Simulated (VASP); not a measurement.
# H18CO9 in VASP: a series of runs

H18CO9 is run at these levels: PBE+D3(BJ); tasks: single point.

Program: VASP 6.6.1. These are calculated values, not measurements. Logs are shortened: lines on timing, memory, paths and dates and some standing lists are left out, and cuts for length are marked.

## (1) The cell of the first run

The cell holds a disordered packing, 28 atoms: a = 6.221 Å, b = 6.221 Å, c = 6.221 Å, α = 90.00°, β = 90.00°, γ = 90.00°.

## (2) Single point, PBE+D3(BJ)

Contents of INCAR:

```
SYSTEM = H18CO9
PREC = Accurate ; ENCUT = 520
EDIFF = 1E-7 ; ISMEAR = -1
SIGMA = 0.05 ; LREAL = Auto
LASPH = .True. ; NELM = 80
ALGO = Normal ; ISIF = 2
LWAVE = .False. ; LCHARG = .False.
GGA = PE ; IVDW = 12
NBANDS = 58
```

Contents of KPOINTS:

```
regular mesh
0
Gamma
  1 1 1
  0 0 0
```

Contents of POSCAR:

```
H18CO9
1.0
    6.2213620000      0.0000000000      0.0000000000
    0.0000000000      6.2213620000      0.0000000000
    0.0000000000      0.0000000000      6.2213620000
O H C
9 18 1
Direct
    0.4440185284      0.7993747993      0.3356981960
    1.0130900597      0.9409032942      0.1545963729
    0.6135473229      0.8803056308      0.8033932120
    0.8496049579      0.5163338832      0.7941187155
    0.2745861758      0.4212100180      0.5698752138
    0.0680719109      0.4796377385      0.1894761951
    0.7303063220      0.2113363601      0.4587419925
    0.4993279607      0.2445766699      0.0385767618
    0.1644655945     -0.1782246396      0.7133003995
    0.5476775021      0.9126136688      0.4168379850
    0.4550772001      0.8279858976      0.1829020719
    1.1492178079      0.9344095393      0.2270242432
    1.0078982705      0.7851174711      0.1432323019
    0.4749120852      0.9012978187      0.7455923639
    0.6418048009      0.7332478001      0.7877696234
    0.9842539302      0.5811267693      0.8158663650
    0.8465991852      0.4553504522      0.9356150631
    0.3267451725      0.5689268684      0.5347864342
    0.2062570865      0.4471368167      0.7027078636
    0.1272872403      0.4971740915      0.3426259395
    0.2009849290      0.4459473665      0.1197004772
    0.7194405341      0.3064280780      0.5837628481
    0.8506336715      0.3014773935      0.4046059368
    0.4694631176      0.2005670141      0.1867115272
    0.5660818322      0.1082560378     -0.0133411301
    0.1787229227      0.1417213787      0.8285324017
   -0.0793556138     -0.0219083860      0.7726282444
    0.0853350119     -0.0201563580      0.7850853238
```

Potentials or basis: VASP PAW PBE potentials, release 64 (O, H, C).

Command:

```
$ cat potpaw_PBE.64/O/POTCAR potpaw_PBE.64/H/POTCAR potpaw_PBE.64/C/POTCAR > POTCAR
$ mpirun -np 1 vasp_gam > vasp.out
```

OUTCAR:

```text
SYSTEM = H18CO9
   PREC = Accurate
   ENCUT = 520
   EDIFF = 1E-7
   ISMEAR = -1
   LREAL = Auto
   LASPH = .True.
   NELM = 80
   ISIF = 2
   GGA = PE
   IVDW = 12
 IVDW          = 12

 ion  position               nearest neighbor table
   1  0.444  0.799  0.336-  11 0.97  10 1.08
   2  0.013  0.941  0.155-  12 0.96  13 0.97
   3  0.614  0.880  0.803-  15 0.94  14 0.94
   4  0.850  0.516  0.794-  16 0.94  17 0.96
   5  0.275  0.421  0.570-  19 0.94  18 1.00
   6  0.068  0.480  0.189-  21 0.96  20 1.03
   7  0.730  0.211  0.459-  22 0.98  23 0.99
   8  0.499  0.245  0.039-  24 0.98  25 1.00
   9  0.164  0.822  0.713-  28 1.19
  10  0.548  0.913  0.417-   1 1.08
  11  0.455  0.828  0.183-   1 0.97
  12  0.149  0.934  0.227-   2 0.96
  13  0.008  0.785  0.143-   2 0.97
  14  0.475  0.901  0.746-   3 0.94
[... 11 lines left out ...]
  26  0.179  0.142  0.829-  28 1.19
  27  0.921  0.978  0.773-  28 1.03
  28  0.085  0.980  0.785-  27 1.03   9 1.19  26 1.19

  LATTYP: Found a simple cubic cell.
 ALAT       =     6.2213620000

  Lattice vectors:

 A1 = (   6.2213620000,   0.0000000000,   0.0000000000)
 A2 = (   0.0000000000,   6.2213620000,   0.0000000000)
 A3 = (   0.0000000000,   0.0000000000,   6.2213620000)

Analysis of symmetry for initial positions (statically):
=====================================================================
 Subroutine PRICEL returns:
 Original cell was already a primitive cell.

 Routine SETGRP: Setting up the symmetry group for a
 simple cubic supercell.

 Subroutine GETGRP returns: Found  1 space group operations
 (whereof  1 operations were pure point group operations)
 out of a pool of 48 trial point group operations.

The static configuration has the point symmetry C_1 .

Analysis of symmetry for dynamics (positions and initial velocities):
=====================================================================
 Subroutine PRICEL returns:
 Original cell was already a primitive cell.

 Routine SETGRP: Setting up the symmetry group for a
 simple cubic supercell.

 Subroutine GETGRP returns: Found  1 space group operations
 (whereof  1 operations were pure point group operations)
 out of a pool of 48 trial point group operations.

The dynamic configuration has the point symmetry C_1 .

 Subroutine INISYM returns: Found  1 space group operations
 (whereof  1 operations are pure point group operations),
 and found     1 'primitive' translations

----------------------------------------------------------------------------------------

                                     Primitive cell

  volume of cell :     240.8000

  direct lattice vectors                    reciprocal lattice vectors
     6.221362000  0.000000000  0.000000000     0.160736508  0.000000000  0.000000000
     0.000000000  6.221362000  0.000000000     0.000000000  0.160736508  0.000000000
     0.000000000  0.000000000  6.221362000     0.000000000  0.000000000  0.160736508

  length of vectors
     6.221362000  6.221362000  6.221362000     0.160736508  0.160736508  0.160736508

  position of ions in fractional coordinates (direct lattice)
     0.444018528  0.799374799  0.335698196
     0.013090060  0.940903294  0.154596373
     0.613547323  0.880305631  0.803393212
     0.849604958  0.516333883  0.794118715
     0.274586176  0.421210018  0.569875214
     0.068071911  0.479637739  0.189476195
[... 20 lines left out ...]
     0.920644386  0.978091614  0.772628244
     0.085335012  0.979843642  0.785085324

  ion indices of the primitive-cell ions
   primitive index   ion index
                 1           1
                 2           2
                 3           3
                 4           4
                 5           5
                 6           6
[... 20 lines left out ...]
                27          27
                28          28

----------------------------------------------------------------------------------------

 KPOINTS: regular mesh

Automatic generation of k-mesh.
 Grid dimensions read from file:
 generate k-points for:    1    1    1

 Generating k-lattice:

  Cartesian coordinates                     Fractional coordinates (reciprocal lattice)
     0.160736508  0.000000000  0.000000000     1.000000000  0.000000000  0.000000000
     0.000000000  0.160736508  0.000000000     0.000000000  1.000000000  0.000000000
     0.000000000  0.000000000  0.160736508     0.000000000  0.000000000  1.000000000

  Length of vectors
     0.160736508  0.160736508  0.160736508

  Shift w.r.t. Gamma in fractional coordinates (k-lattice)
     0.000000000  0.000000000  0.000000000

 Subroutine IBZKPT returns following result:
 ===========================================

 Found      1 irreducible k-points:

 Following reciprocal coordinates:
            Coordinates               Weight
  0.000000  0.000000  0.000000      1.000000
   k-points           NKPTS =      1   k-points in BZ     NKDIM =      1   number of bands    NBANDS=     58
   number of dos      NEDOS =    301   number of ions     NIONS =     28
   total plane-waves  NPLWV = 110592
   dimension x,y,z NGX =    48 NGY =   48 NGZ =   48
   dimension x,y,z NGXF=    96 NGYF=   96 NGZF=   96
   ions per type =               9  18   1
   NGX,Y,Z   is equivalent  to a cutoff of  12.83, 12.83, 12.83 a.u.
   NGXF,Y,Z  is equivalent  to a cutoff of  25.65, 25.65, 25.65 a.u.
 SYSTEM =  H18CO9
   PREC   = accura    normal or accurate (medium, high low for compatibility)
   ISTART =      0    job   : 0-new  1-cont  2-samecut
   ICHARG =      2    charge: 1-file 2-atom 10-const
   ISPIN  =      1    spin polarized calculation?
   LNONCOLLINEAR =      F non collinear calculations
   LSORBIT =      F    spin-orbit coupling
   LASPH  =      T    aspherical Exc in radial PAW
   ENCUT  =  520.0 eV  38.22 Ry    6.18 a.u.  11.57 11.57 11.57*2*pi/ulx,y,z
   NELM   =     80;   NELMIN=  2; NELMDL= -5     # of ELM steps
   EDIFF  = 0.1E-06   stopping-criterion for ELM
   LREAL  =      T    real-space projection
   EDIFFG = 0.1E-05   stopping-criterion for IOM
   NSW    =      0    number of steps for IOM
   IBRION =     -1    ionic relax: 0-MD 1-quasi-New 2-CG
   NFREE  =      0    steps in history (QN), initial steepest desc. (CG)
   ISIF   =      2    stress and relaxation
   ISYM   =      2    0-nonsym 1-usesym 2-fastsym
   POTIM  = 0.5000    time-step for ionic-motion
   TEBEG  =    0.0;   TEEND  =   0.0 temperature during run
   PSTRESS=    0.0 pullay stress
   NELECT =      76.0000    total number of electrons
   NUPDOWN=      -1.0000    fix difference up-down
   EMIN   =  10.00;   EMAX   =-10.00  energy-range for DOS
   EFERMI =   0.00;   METHOD = LEGACY
   ISMEAR =    -1;   SIGMA  =   0.05  broadening in eV -4-tet -1-fermi 0-gaus
   EFERMI_NEDOS =   21; number of points for ismear=-14 and -15
   IALGO  =     38    algorithm
   IMIX   =      4    mixing-type and parameters
     AMIX     =   0.40;   BMIX     =  1.00
     AMIX_MAG =   1.60;   BMIX_MAG =  1.00
  volume/ion in A,a.u.               =       8.60        58.04
  Fermi-wavevector in a.u.,A,eV,Ry     =   1.114621  2.106328 16.903606  1.242380
  Thomas-Fermi vector in A             =   2.251218
   LORBIT       =      0    0 simple, 1 ext, 2 COOP (PROOUT), +10 PAW based schemes
   GGA     = PE    functional components
   LHFCALC =     F    Hartree Fock is set to
   AEXX    =    0.0000 exact exchange contribution
   IVDW    =    12    specifies the selected vdW correction
   LEPSILON=     F    determine dielectric tensor
   LRPA    =     F    only Hartree local field effects (RPA)
 non-spin polarized calculation
  energy-cutoff  :      520.00
  volume of cell :      240.80
 maximum number of plane-waves:      3226
 NGX is ok and might be reduce to    48
   NGX = 23   NGY = 23   NGZ = 23

 number of electron      75.9999998 magnetization

 Free energy of the ion-electron system (eV)
  ---------------------------------------------------
  ext. energy  EPLUGINS =         0.00000000
  ---------------------------------------------------
  free energy    TOTEN  =      -136.58521787 eV

  energy without entropy =     -136.58521787  energy(sigma->0) =     -136.58521787

 E-fermi :  -0.9291     XC(G=0):  -7.6171

 val. band max:       -2.1738824079   @ k =   0.0000   0.0000   0.0000
 cond. band min:       1.8839505440   @ k =   0.0000   0.0000   0.0000
 fundamental gap:      4.0578329519
 Fermi energy:        -0.9291195300

 k-point     1 :       0.0000    0.0000    0.0000
  band No.  band energies     occupation
      1     -23.2867      2.00000
      2     -22.4346      2.00000
      3     -21.9797      2.00000
      4     -21.8724      2.00000
      5     -21.6739      2.00000
      6     -21.4252      2.00000
[... 42 lines left out ...]
     49       7.2134      0.00000
     50       7.6805      0.00000
 [bands above 50 left out]

------------------------ aborting loop because EDIFF is reached ----------------------------------------

 Edisp (eV)   -1.21773

 E8    (eV) :    -0.2581

  FORCE on cell =-STRESS in cart. coord.  units (eV):
  Direction    XX          YY          ZZ          XY          YZ          ZX
  --------------------------------------------------------------------------------------
  -------------------------------------------------------------------------------------
  Total       9.96609     3.55469     4.59534    -5.36007     0.51823    -4.58078
  in kB      66.30997    23.65136    30.57536   -35.66357     3.44805   -30.47852
  external pressure =       40.18 kB  Pullay stress =        0.00 kB

 VOLUME and BASIS-vectors are now :
 -----------------------------------------------------------------------------
  energy-cutoff  :      520.00
  volume of cell :      240.80
      direct lattice vectors                 reciprocal lattice vectors
     6.221362000  0.000000000  0.000000000     0.160736508  0.000000000  0.000000000
     0.000000000  6.221362000  0.000000000     0.000000000  0.160736508  0.000000000
     0.000000000  0.000000000  6.221362000     0.000000000  0.000000000  0.160736508

 POSITION                                       TOTAL-FORCE (eV/Angst)
 -----------------------------------------------------------------------------------
      2.76240      4.97320      2.08850         1.439014      1.997245      1.880013
      0.08144      5.85370      0.96180        -0.256739     -0.280599     -0.419158
      3.81710      5.47670      4.99820         0.596683      2.174048      1.008455
      5.28570      3.21230      4.94050        -1.289324     -0.875238     -0.196432
      1.70830      2.62050      3.54540         1.053922      0.779349     -1.667774
      0.42350      2.98400      1.17880        -0.029758      0.811333      1.611656
[... 20 lines left out ...]
      5.72766      6.08506      4.80680        -3.023339      0.961855      0.426323
      0.53090      6.09596      4.88430         0.444161      4.404460      0.971463
 -----------------------------------------------------------------------------------
    total drift:                                0.002149     -0.009358     -0.006794

  FREE ENERGIE OF THE ION-ELECTRON SYSTEM (eV)
  ---------------------------------------------------
  free  energy   TOTEN  =      -137.8029459399 eV

  energy  without entropy=     -137.8029459399  energy(sigma->0) =     -137.80294594
```

Wall time 24 s (1 thread of AMD EPYC 7R13 (Zen 3), shared host); peak memory 0.28 GiB.

What came out:

* Free energy: -137.8029 eV
* Pressure: 4.0 GPa
* Largest force: 4.874 eV/Å
* Dispersion energy per atom: -0.043 eV

Forces on the atoms (eV/Å):
```
O    1.439  1.997  1.880
O   -0.257 -0.281 -0.419
O    0.597  2.174  1.008
O   -1.289 -0.875 -0.196
O    1.054  0.779 -1.668
O   -0.030  0.811  1.612
O    0.974  1.297  0.217
O   -0.089 -0.821  0.177
O    3.641 -3.130 -0.843
H   -1.640 -1.938 -1.865
H    0.537 -0.026 -0.174
H    1.046  0.951  0.843
H   -0.958 -0.729 -0.276
H   -1.952  0.018 -0.700
H    0.908 -2.334 -0.069
H    1.714  1.785 -0.813
H   -1.064 -1.003  1.146
H    0.241 -0.641  0.027
H   -0.695 -0.086  1.173
H   -0.793 -0.474 -0.938
H    0.855 -0.564 -0.746
H   -0.866 -0.460  0.656
H   -0.326 -1.158 -1.034
H    0.279  0.602  0.210
H   -0.036  0.614 -0.333
H   -0.710 -1.876 -0.270
H   -3.023  0.962  0.426
C    0.444  4.404  0.971
```

Stress tensor (GPa, compression positive):
```
 6.63 -3.57 -3.05
-3.57  2.37  0.34
-3.05  0.34  3.06
```

Levels at points of the mesh, in eV from the Fermi level:
| k point | band 35 | band 36 | band 37 | band 38 | band 39 | band 40 | band 41 | band 42 |
| --- | --- | --- | --- | --- | --- | --- | --- | --- |
| (0.00, 0.00, 0.00) | -2.39 | -2.25 | -1.80 | -1.24 | 2.81 | 3.14 | 5.59 | 6.39 |

Caveat: the k points lie up to 1.01 Å⁻¹ apart.

## (3) Single point, PBE+D3(BJ)

Contents of INCAR:

```
SYSTEM = H18CO9
PREC = Accurate
ENCUT = 520
EDIFF = 1E-6
ISMEAR = -1
SIGMA = 0.05
LREAL = Auto
LASPH = .TRUE.
NELM = 80
ALGO = Normal
ISIF = 2
LWAVE = .FALSE.
LCHARG = .FALSE.
GGA = PE
IVDW = 12
NBANDS = 58
```

Contents of KPOINTS:

```
Automatic mesh
0
G
  1 1 1
  0 0 0
```

Contents of POSCAR:

```
H18CO9
1.0
    6.2213620000      0.0000000000      0.0000000000
    0.0000000000      6.2213620000      0.0000000000
    0.0000000000      0.0000000000      6.2213620000
O H C
9 18 1
Direct
    0.4522964586      0.8711115026      0.3664953108
    0.9606899582      0.9855237487      0.1259370537
    0.5706467491      0.8891139914      0.8330169503
    0.7878499917      0.5171857866      0.8225530037
    0.1829020719      0.4367210910      0.5906584442
    0.0394286653      0.5047930019      0.1913568122
    0.6860877088      0.2205144147      0.4488245500
    0.4203098936      0.2429210838      0.0748549916
    0.1781764186     -0.1689340694      0.7750392920
    0.5161088520      0.9872436293      0.4549003900
    0.3633609489      0.7484374000      0.4354512726
    1.1018969801      1.0533384812      0.1204880860
    0.9826626388      0.8454418823      0.1844290687
    0.4091065590      0.8630264563      0.8147412094
    0.6558531717      0.7688027155      0.8752102835
    0.8668037642      0.6131615553      0.7187975881
    0.8801448943      0.5113028305      0.9528620903
    0.2595090914      0.5203522958      0.7064530243
    0.0713509357      0.3506949121      0.6782276936
    0.1099759185      0.4633872776      0.3346373350
    0.1505779603      0.4300505259      0.0952524544
    0.7092498395      0.3746928727      0.4208563977
    0.7943919675      0.1334434486      0.3873106886
    0.4666663023      0.2145832376      0.2294352909
    0.5084577943      0.1472828619     -0.0076189105
    0.1152962969      0.1512691272      0.8353797770
   -0.1330094600     -0.0432059732      0.7616820883
    0.0505034107     -0.0089530235      0.7921738037
```

Potentials or basis: VASP PAW PBE potentials, release 64 (O, H, C).

Command:

```
$ cat potpaw_PBE.64/O/POTCAR potpaw_PBE.64/H/POTCAR potpaw_PBE.64/C/POTCAR > POTCAR
$ mpirun -np 1 vasp_gam > vasp.out
```

Run time: 22 s. Hardware: 1 thread of AMD EPYC 7R13 (Zen 3), shared host; peak memory 0.28 GiB.

The run converged. Its results:

```
Free energy                : -137.9412 eV
Pressure                   : -1.2 GPa
Largest force              : 3.369 eV/Å
Dispersion energy per atom : -0.043 eV
```

Forces on the atoms (eV/Å):
```
O   -1.245 -1.831 -0.254
O   -0.505  1.520  0.164
O   -0.249  2.155 -0.534
O    1.060  0.645 -0.606
O   -0.420 -0.806  2.073
O    2.087 -1.222 -0.069
O   -1.431  1.337  0.974
O   -1.079  0.927  2.060
O   -1.412  2.147 -0.078
H   -0.797 -1.067  0.633
H    1.724  2.610 -0.353
H    0.502 -0.027  0.706
H    0.358 -1.434  0.185
H    0.837 -0.434  0.268
H   -0.313 -1.318  0.480
H   -0.408 -0.919  0.968
H   -0.447  0.107 -0.147
H   -0.622 -0.554 -1.185
H    1.186  1.279 -1.375
H   -0.914  0.689 -0.691
H   -0.794  0.870  0.909
H    0.253 -0.890 -0.076
H    1.362 -0.359 -1.213
H   -0.288  0.234 -1.535
H    0.743 -1.116 -0.837
H    0.028 -0.218 -0.309
H    1.248  1.005  0.053
C   -0.467 -3.329 -0.211
```

Stress tensor (GPa, compression positive):
```
-2.61 -1.61 -0.18
-1.61 -1.48  0.88
-0.18  0.88  0.47
```

Levels at points of the mesh, in eV from the Fermi level:
| k point | band 35 | band 36 | band 37 | band 38 | band 39 | band 40 | band 41 | band 42 |
| --- | --- | --- | --- | --- | --- | --- | --- | --- |
| (0.00, 0.00, 0.00) | -2.20 | -2.03 | -1.62 | -1.21 | 2.22 | 2.84 | 5.35 | 5.92 |

Caveat: the k points lie up to 1.01 Å⁻¹ apart.

(Part 1 of 2 ends here.)
